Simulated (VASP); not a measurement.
# Rh (I4_1/amd) in VASP: notebook

Rh is run at these levels: PBE; tasks: single point.

All numbers are computed with VASP 6.6.1; they aren't measurements. Logs are shortened: lines on timing, memory, paths and dates and some standing lists are left out, and cuts for length are marked.

## Step 1: The cell of the first run

The structure is tetragonal, space group I4_1/amd (No. 141). Conventional cell: a = 3.717 Å, b = 3.717 Å, c = 2.035 Å, α = 90.00°, β = 90.00°, γ = 90.00°. Rh (site symmetry -4m2) has 10 Rh at 1.93 to 2.40 Å within 2.6 Å.

## Step 2: Single point, PBE (volume scaled by 0.45)

File INCAR:

```
SYSTEM = Rh
  ALGO = Normal
  EDIFF = 1E-6
  ENCUT = 520
  GGA = PE
  ISIF = 2
  ISMEAR = -1
  LASPH = .TRUE.
  LCHARG = .TRUE.
  LELF = .TRUE.
  LREAL = .FALSE.
  LVHAR = .TRUE.
  LWAVE = .FALSE.
  NBANDS = 22
  NELM = 100
  PREC = Accurate
  SIGMA = 0.08
```

File KPOINTS:

```
k-points
0
G
  18 18 18
  0 0 0
```

File POSCAR:

```
Rh
1.0
   -1.8583664088      1.8583664088      1.0175123900
    1.8583664088     -1.8583664088      1.0175123900
    1.8583664088      1.8583664088     -1.0175123900
Rh
2
Direct
   -0.3750000000     -0.1250000000     -0.2500000000
    0.3750000000      0.1250000000      0.2500000000
```

Potentials or basis: VASP PAW PBE potentials, release 64 (Rh_pv).

On the command line:

```console
> cat potpaw_PBE.64/Rh_pv/POTCAR > POTCAR
> mpirun -np 1 vasp_std > vasp.out
```

OUTCAR:

```text
SYSTEM = Rh
   EDIFF = 1E-6
   ENCUT = 520
   GGA = PE
   ISIF = 2
   ISMEAR = -1
   LASPH = .TRUE.
   LREAL = .FALSE.
   NELM = 100
   PREC = Accurate

 ion  position               nearest neighbor table
   1  0.625  0.875  0.750-   2 1.93   2 1.93   2 1.93   2 1.93   2 2.40   2 2.40   2 2.40   2 2.40
                             2 3.15   2 3.15
   2  0.375  0.125  0.250-   1 1.93   1 1.93   1 1.93   1 1.93   1 2.40   1 2.40   1 2.40   1 2.40
                             1 3.15   1 3.15

  LATTYP: Found a body centered tetragonal cell.
 ALAT       =     3.7167328176
 C/A-ratio  =     0.5475305544

  Lattice vectors:

 A1 = (  -1.8583664088,   1.8583664088,   1.0175123900)
 A2 = (   1.8583664088,  -1.8583664088,   1.0175123900)
 A3 = (   1.8583664088,   1.8583664088,  -1.0175123900)

Analysis of symmetry for initial positions (statically):
=====================================================================
 Subroutine PRICEL returns:
 Original cell was already a primitive cell.

 Routine SETGRP: Setting up the symmetry group for a
 body centered tetragonal supercell.

 Subroutine GETGRP returns: Found 16 space group operations
 (whereof  4 operations were pure point group operations)
 out of a pool of 16 trial point group operations.

The static configuration has the point symmetry C_2h.
 The point group associated with its full space group is D_4h.

Analysis of symmetry for dynamics (positions and initial velocities):
=====================================================================
 Subroutine PRICEL returns:
 Original cell was already a primitive cell.

 Routine SETGRP: Setting up the symmetry group for a
 body centered tetragonal supercell.

 Subroutine GETGRP returns: Found 16 space group operations
 (whereof  4 operations were pure point group operations)
 out of a pool of 16 trial point group operations.

The dynamic configuration has the point symmetry C_2h.
 The point group associated with its full space group is D_4h.

 Subroutine INISYM returns: Found 16 space group operations
 (whereof  4 operations are pure point group operations),
 and found     1 'primitive' translations

----------------------------------------------------------------------------------------

                                     Primitive cell

  volume of cell :      14.0560

  direct lattice vectors                    reciprocal lattice vectors
    -1.858366409  1.858366409  1.017512390     0.000000000  0.269053507  0.491394508
     1.858366409 -1.858366409  1.017512390     0.269053507  0.000000000  0.491394508
     1.858366409  1.858366409 -1.017512390     0.269053507  0.269053507  0.000000000

  length of vectors
     2.818223356  2.818223356  2.818223356     0.560230624  0.560230624  0.380499119

  position of ions in fractional coordinates (direct lattice)
     0.625000000  0.875000000  0.750000000
     0.375000000  0.125000000  0.250000000

  ion indices of the primitive-cell ions
   primitive index   ion index
                 1           1
                 2           2

----------------------------------------------------------------------------------------

 KPOINTS: k-points

Automatic generation of k-mesh.
 Grid dimensions read from file:
 generate k-points for:   18   18   18

 Generating k-lattice:

  Cartesian coordinates                     Fractional coordinates (reciprocal lattice)
     0.000000000  0.014947417  0.027299695     0.055555556  0.000000000  0.000000000
     0.014947417  0.000000000  0.027299695     0.000000000  0.055555556  0.000000000
     0.014947417  0.014947417  0.000000000     0.000000000  0.000000000  0.055555556

  Length of vectors
     0.031123924  0.031123924  0.021138840

  Shift w.r.t. Gamma in fractional coordinates (k-lattice)
     0.000000000  0.000000000  0.000000000

 Subroutine IBZKPT returns following result:
 ===========================================

 Found    480 irreducible k-points:

 Following reciprocal coordinates:
            Coordinates               Weight
  0.000000  0.000000  0.000000      1.000000
  0.055556  0.000000  0.000000      8.000000
  0.111111  0.000000  0.000000      8.000000
  0.166667  0.000000  0.000000      8.000000
  0.222222  0.000000  0.000000      8.000000
  0.277778  0.000000  0.000000      8.000000
[... 16 lines left out ...]
 -0.277778  0.055556  0.000000     16.000000
 -0.222222  0.055556 -0.000000     16.000000
 [... further k-points ...]
   k-points           NKPTS =    480   k-points in BZ     NKDIM =    480   number of bands    NBANDS=     22
   number of dos      NEDOS =    301   number of ions     NIONS =      2
   total plane-waves  NPLWV =  13824
   dimension x,y,z NGX =    24 NGY =   24 NGZ =   24
   dimension x,y,z NGXF=    48 NGYF=   48 NGZF=   48
   ions per type =               2
   NGX,Y,Z   is equivalent  to a cutoff of  14.16, 14.16, 14.16 a.u.
   NGXF,Y,Z  is equivalent  to a cutoff of  28.32, 28.32, 28.32 a.u.
 SYSTEM =  Rh
   PREC   = accura    normal or accurate (medium, high low for compatibility)
   ISTART =      0    job   : 0-new  1-cont  2-samecut
   ICHARG =      2    charge: 1-file 2-atom 10-const
   ISPIN  =      1    spin polarized calculation?
   LNONCOLLINEAR =      F non collinear calculations
   LSORBIT =      F    spin-orbit coupling
   LASPH  =      T    aspherical Exc in radial PAW
   ENCUT  =  520.0 eV  38.22 Ry    6.18 a.u.   5.24  5.24  5.24*2*pi/ulx,y,z
   NELM   =    100;   NELMIN=  2; NELMDL= -5     # of ELM steps
   EDIFF  = 0.1E-05   stopping-criterion for ELM
   LREAL  =      F    real-space projection
   EDIFFG = 0.1E-04   stopping-criterion for IOM
   NSW    =      0    number of steps for IOM
   IBRION =     -1    ionic relax: 0-MD 1-quasi-New 2-CG
   NFREE  =      0    steps in history (QN), initial steepest desc. (CG)
   ISIF   =      2    stress and relaxation
   ISYM   =      2    0-nonsym 1-usesym 2-fastsym
   POTIM  = 0.5000    time-step for ionic-motion
   TEBEG  =    0.0;   TEEND  =   0.0 temperature during run
   PSTRESS=    0.0 pullay stress
   NELECT =      30.0000    total number of electrons
   NUPDOWN=      -1.0000    fix difference up-down
   EMIN   =  10.00;   EMAX   =-10.00  energy-range for DOS
   EFERMI =   0.00;   METHOD = LEGACY
   ISMEAR =    -1;   SIGMA  =   0.08  broadening in eV -4-tet -1-fermi 0-gaus
   EFERMI_NEDOS =   21; number of points for ismear=-14 and -15
   IALGO  =     38    algorithm
   IMIX   =      4    mixing-type and parameters
     AMIX     =   0.40;   BMIX     =  1.00
     AMIX_MAG =   1.60;   BMIX_MAG =  1.00
  volume/ion in A,a.u.               =       7.03        47.43
  Fermi-wavevector in a.u.,A,eV,Ry     =   2.107792  3.983150 60.447798  4.442788
  Thomas-Fermi vector in A             =   3.095764
   LORBIT       =      0    0 simple, 1 ext, 2 COOP (PROOUT), +10 PAW based schemes
   GGA     = PE    functional components
   LHFCALC =     F    Hartree Fock is set to
   AEXX    =    0.0000 exact exchange contribution
   IVDW    =     0    specifies the selected vdW correction
   LEPSILON=     F    determine dielectric tensor
   LRPA    =     F    only Hartree local field effects (RPA)
 non-spin polarized calculation
  energy-cutoff  :      520.00
  volume of cell :       14.06
 maximum number of plane-waves:       388
 NGX is ok and might be reduce to    24

 number of electron      30.0000005 magnetization

 Free energy of the ion-electron system (eV)
  ---------------------------------------------------
  ext. energy  EPLUGINS =         0.00000000
  ---------------------------------------------------
  free energy    TOTEN  =        14.69981265 eV

  energy without entropy =       14.72307705  energy(sigma->0) =       14.71144485

 E-fermi :  29.0905     XC(G=0): -18.6890

 val. band max:       29.0855514835   @ k =   0.2778   0.2778   0.1667
 cond. band min:      29.0908484759   @ k =  -0.2222   0.5000   0.1111
 fundamental gap:      0.0052969924
 Fermi energy:        29.0904918992

 k-point     1 :       0.0000    0.0000    0.0000
  band No.  band energies     occupation
      1     -24.0562      2.00000
      2     -24.0562      2.00000
      3     -18.5785      2.00000
      4     -18.4942      2.00000
      5     -18.2991      2.00000
      6     -18.2991      2.00000
[... 14 lines left out ...]
     21      48.2456      0.00000
     22      50.0198      0.00000

 k-point     2 :       0.0556    0.0000    0.0000
  band No.  band energies     occupation
      1     -24.0433      2.00000
      2     -23.9913      2.00000
      3     -18.7801      2.00000
      4     -18.6742      2.00000
      5     -18.3094      2.00000
      6     -18.2902      2.00000
[... 14 lines left out ...]
     21      48.2458      0.00000
     22      50.3277      0.00000

 k-point     3 :       0.1111    0.0000    0.0000
  band No.  band energies     occupation
      1     -24.0057      2.00000
      2     -23.8052      2.00000
      3     -19.2993      2.00000
      4     -19.1580      2.00000
      5     -18.4067      2.00000
      6     -18.2650      2.00000
[... 14 lines left out ...]
     21      48.2455      0.00000
     22      51.0532      0.00000

 k-point     4 :       0.1667    0.0000    0.0000
  band No.  band energies     occupation
      1     -23.9466      2.00000
      2     -23.5264      2.00000
      3     -20.0690      2.00000
      4     -19.8060      2.00000
      5     -18.5960      2.00000
      6     -18.2279      2.00000
[... 14 lines left out ...]
     21      48.2449      0.00000
     22      51.6930      0.00000

 k-point     5 :       0.2222    0.0000    0.0000
  band No.  band energies     occupation
      1     -23.8713      2.00000
      2     -23.2178      2.00000
      3     -20.9631      2.00000
      4     -20.4954      2.00000
      5     -18.8443      2.00000
      6     -18.1849      2.00000
[... 417 lines left out ...]
 k-point    22 :      -0.3333    0.0556   -0.0000
  band No.  band energies     occupation
      1     -23.8312      2.00000
      2     -22.8409      2.00000
      3     -21.9432      2.00000
      4     -20.8748      2.00000
      5     -19.4471      2.00000
      6     -18.1394      2.00000
[... 14 lines left out ...]
     21      48.2684      0.00000
     22      49.9023      0.00000

 k-point    23 :      -0.2778    0.0556    0.0000
  band No.  band energies     occupation
      1     -23.9070      2.00000
      2     -22.9571      2.00000
      3     -21.1308      2.00000
      4     -20.4195      2.00000
      5     -19.1188      2.00000
      6     -18.1826      2.00000
[... 14 lines left out ...]
     21      48.2491      0.00000
     22      49.7474      0.00000

 k-point    24 :      -0.2222    0.0556   -0.0000
  band No.  band energies     occupation
      1     -23.9718      2.00000
      2     -23.2849      2.00000
      3     -20.2570      2.00000
      4     -19.7767      2.00000
      5     -18.8002      2.00000
      6     -18.2269      2.00000
[... 14 lines left out ...]
     21      48.2437      0.00000
     22      50.6999      0.00000

 [... further k-points ...]

------------------------ aborting loop because EDIFF is reached ----------------------------------------

  FORCE on cell =-STRESS in cart. coord.  units (eV):
  Direction    XX          YY          ZZ          XY          YZ          ZX
  --------------------------------------------------------------------------------------
  -------------------------------------------------------------------------------------
  Total       96.3434931     96.3434931     96.7850319      0.0000000      0.0000000      0.0000000
  in kB    10981.7254024  10981.7254024  11032.0542584      0.0000000      0.0000000      0.0000000
  external PRESSURE =   10998.5016877 kB  Pullay stress =       0.0000000 kB

 VOLUME and BASIS-vectors are now :
 -----------------------------------------------------------------------------
  energy-cutoff  :      520.00
  volume of cell :       14.06
      direct lattice vectors                 reciprocal lattice vectors
    -1.858366409  1.858366409  1.017512390     0.000000000  0.269053507  0.491394508
     1.858366409 -1.858366409  1.017512390     0.269053507  0.000000000  0.491394508
     1.858366409  1.858366409 -1.017512390     0.269053507  0.269053507  0.000000000

 POSITION                                       TOTAL-FORCE (eV/Angst)
 -----------------------------------------------------------------------------------
      1.85837      0.92918      0.76313        -0.000000      0.000000      0.000000
      0.00000      0.92918      0.25438         0.000000     -0.000000     -0.000000
 -----------------------------------------------------------------------------------
    total drift:                               -0.000000      0.000000      0.000000

  FREE ENERGIE OF THE ION-ELECTRON SYSTEM (eV)
  ---------------------------------------------------
  free  energy   TOTEN  =        14.6998126531 eV

  energy  without entropy=       14.7230770463  energy(sigma->0) =       14.71144485
```

Wall time 53 s (1 thread of Intel Xeon 6975P-C (Granite Rapids), shared host); peak memory 0.23 GiB.

The run converged, but its numbers aren't listed here, since they failed a check.

Caveat: the cell differs from its parent crystal (volume scaled by 0.45).

## Step 3: Single point, PBE

This run uses another cell than the first one, of 8.59 Å³/atom, 1.222 times its volume.

File INCAR:

```
SYSTEM = Rh
ALGO     = Normal         ! electronic algorithm
EDIFF    = 1E-6           ! SCF threshold, eV
ENCUT    = 520            ! plane-wave cutoff, eV
GGA      = PE             ! functional
ISIF     = 2              ! what is computed and relaxed
ISMEAR   = -1             ! smearing method
LASPH    = .True.         ! aspherical terms in the spheres
LCHARG   = .True.         ! write CHGCAR
LELF     = .True.         ! ELF
LREAL    = .False.        ! projectors in reciprocal space
LVHAR    = .True.       
LWAVE    = .False.        ! write WAVECAR
NBANDS   = 22             ! bands
NELM     = 100            ! most SCF steps
PREC     = Accurate       ! precision mode
SIGMA    = 0.08           ! smearing width, eV
```

File KPOINTS:

```
k-points
0
Gamma
  18 18 18
  0 0 0
```

File POSCAR:

```
Rh
1.0
   -1.9834267191      1.9834267191      1.0917425993
    1.9834267191     -1.9834267191      1.0917425993
    1.9834267191      1.9834267191     -1.0917425993
Rh
2
Direct
   -0.3750000000     -0.1250000000     -0.2500000000
    0.3750000000      0.1250000000      0.2500000000
```

Potentials or basis: VASP PAW PBE potentials, release 64 (Rh_pv).

On the command line:

```console
> cat potpaw_PBE.64/Rh_pv/POTCAR > POTCAR
> mpirun -np 1 vasp_std > vasp.out
```

Wall time 51 s (1 thread of Intel Xeon 6975P-C (Granite Rapids), shared host); peak memory 0.25 GiB.

It converged, with:

| Quantity | Value |
| --- | --- |
| Free energy | -0.4388 eV |
| Pressure | 525.8 GPa |
| Band gap on the k mesh | zero (band 15 reaches 25.88 eV, above the bottom of band 16 at 20.83 eV) |

Stress tensor (GPa, compression positive):
```
527.39   0.00   0.00
  0.00 527.39   0.00
  0.00   0.00 522.66
```

Levels at points of the mesh, in eV from the Fermi level:
```tsv
k point	band 12	band 13	band 14	band 15	band 16	band 17	band 18	band 19
(0.00, 0.00, 0.00)	-2.37	-2.37	-2.23	-2.23	2.49	4.90	9.62	9.62
(0.50, 0.00, 0.00)	-4.22	-1.85	-0.93	1.02	1.35	6.07	11.41	11.91
(0.50, 0.50, 0.00)	-6.01	-1.42	-1.42	-0.04	-0.04	0.94	0.94	15.39
(0.50, 0.50, 0.50)	-3.29	-2.12	-2.12	-1.31	-1.31	0.19	0.19	14.10
```

## Step 4: Single point, PBE

File INCAR:

```
ALGO = Normal
EDIFF = 1E-7
ENCUT = 520
GGA = PE
ISIF = 2
ISMEAR = -1
LASPH = T
LCHARG = F
LREAL = F
LWAVE = F
NBANDS = 22
NELM = 60
PREC = Accurate
SIGMA = 0.08
```

File KPOINTS:

```
k-points
0
Gamma
  18 18 18
```

POSCAR is that of step 3.

On the command line:

```console
> cat potpaw_PBE.64/Rh_pv/POTCAR > POTCAR
> mpirun -np 1 vasp_std > vasp.out
```

Wall time 52 s (1 thread of Intel Xeon 6975P-C (Granite Rapids), shared host); peak memory 0.25 GiB.

Results (log left out):

* Free energy: -0.4388 eV
* Pressure: 525.8 GPa
* Band gap on the k mesh: zero (band 15 reaches 25.88 eV, above the bottom of band 16 at 20.83 eV)

Stress tensor (GPa, compression positive):
```
527.38   0.00   0.00
  0.00 527.38   0.00
  0.00   0.00 522.65
```

Levels at points of the mesh, in eV from the Fermi level:
```
           k point  band 13  band 14  band 15  band 16  band 17  band 18
(0.00, 0.00, 0.00)    -2.37    -2.23    -2.23     2.49     4.90     9.62
(0.50, 0.00, 0.00)    -1.85    -0.93     1.02     1.35     6.07    11.41
(0.50, 0.50, 0.00)    -1.42    -1.42    -0.04    -0.04     0.94     0.94
(0.50, 0.50, 0.50)    -2.12    -2.12    -1.31    -1.31     0.19     0.19
```

## Step 5: Single point, PBE

This run uses another cell than the first one, of 10.15 Å³/atom, 1.444 times its volume.

File INCAR:

```
  PREC = Accurate
  ENCUT = 520
  EDIFF = 1E-6
  ISMEAR = -1
  SIGMA = 0.08
  LREAL = F
  LASPH = T
  NELM = 80
  ALGO = Normal
  ISIF = 2
  LWAVE = F
  LCHARG = F
  GGA = PE
  NBANDS = 22
```

File KPOINTS:

```
Automatic mesh
0
Gamma
  18 18 18
```

File POSCAR:

```
Rh
1.0
   -2.0932058433      2.0932058433      1.1584555263
    2.0932058433     -2.0932058433      1.1584555263
    2.0932058433      2.0932058433     -1.1584555263
Rh
2
Direct
   -0.3750000000     -0.1250000000     -0.2500000000
    0.3750000000      0.1250000000      0.2500000000
```

On the command line:

```console
> cat potpaw_PBE.64/Rh_pv/POTCAR > POTCAR
> mpirun -np 1 vasp_std > vasp.out
```

Wall time 50 s (1 thread of Intel Xeon 6975P-C (Granite Rapids), shared host); peak memory 0.27 GiB.

It converged, with:

- Free energy: -7.7350 eV
- Pressure: 254.9 GPa
- Band gap on the k mesh: zero (band 15 reaches 20.81 eV, above the bottom of band 16 at 16.78 eV)

Stress tensor (GPa, compression positive):
```
255.40   0.00   0.00
  0.00 255.40   0.00
  0.00   0.00 253.91
```

Levels at points of the mesh, in eV from the Fermi level:
```tsv
k point	band 12	band 13	band 14	band 15	band 16	band 17	band 18	band 19
(0.00, 0.00, 0.00)	-1.77	-1.77	-1.67	-1.67	1.92	3.82	8.52	8.52
(0.50, 0.00, 0.00)	-3.35	-1.28	-1.04	0.88	0.98	4.76	9.94	10.90
(0.50, 0.50, 0.00)	-5.01	-1.46	-1.46	0.00	0.00	0.80	0.80	15.11
(0.50, 0.50, 0.50)	-2.51	-1.48	-1.48	-1.01	-1.01	-0.07	-0.07	11.56
```
